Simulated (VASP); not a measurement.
The system is Si3N4.

```
Si N
1.0
     3.25423   -4.46708    0.00000
     3.25423    4.46708    0.00000
     0.00000    0.00000    3.11806
Si N
3 4
Direct
  0.50000 0.00000 0.50000
  0.00000 0.50000 0.50000
  0.00000 0.00000 0.00000
  0.79372 0.79372 0.50000
  0.20628 0.20628 0.50000
  0.22772 0.77228 0.00000
  0.77228 0.22772 0.00000
```

The cell was built from a structure type or drawn by symmetry, and may not be a known phase.

- Program: VASP 6.6.1
- Task: relaxation of cell and atoms
- Functional: PBE
- Potentials or basis: VASP PAW PBE potentials, release 64 (Si, N)
- Cutoff: 600 eV
- k mesh: 4 × 4 × 6
- Occupations: gaussian, width 0.1 eV
- Spin: no spin polarisation

At the start: pressure -40.2 GPa; volume 12.95 Å³/atom.

**Question.** Where does the relaxation end?

**Answer.** Over 12 steps the energy falls by 860.3 meV/atom and the volume is 8.40 Å³/atom (-35.1 %); space group Cmmm (No. 65, to 0.1 Å) before and after.

Step by step:
```
step  energy change (eV)  largest force (eV/Å)  pressure (GPa)  volume (Å³)
   1              0.0000                1.7232          -40.17        90.65
   2             -3.0703                8.6195           56.87        54.35
   3             -4.8989                3.4709           -5.58        64.67
   4             -5.9389                0.8855            8.56        57.17
   5             -5.9468                1.0648            6.83        57.70
   6             -5.9415                0.7472           -9.02        60.28
   7             -6.0096                0.2827           -1.36        58.93
   8             -6.0187                0.0863            0.24        58.66
   9             -6.0189                0.0892            0.03        58.70
  10             -6.0215                0.0411            0.29        58.66
  11             -6.0219                0.0500            0.43        58.64
  12             -6.0221                0.0356           -0.30        58.81
```

Final structure:
```
CELL_PARAMETERS angstrom
2.85772 -3.68253 0.00000
2.85772 3.68253 0.00000
0.00000 0.00000 2.79403
ATOMIC_POSITIONS crystal
Si 0.50000 0.00000 0.50000
Si 0.00000 0.50000 0.50000
Si 0.00000 0.00000 0.00000
N 0.78081 0.78081 0.50000
N 0.21919 0.21919 0.50000
N 0.24463 0.75537 0.00000
N 0.75537 0.24463 0.00000
```

Caveat: the volume moved by over 15 % at a fixed basis, so the end points are rough.
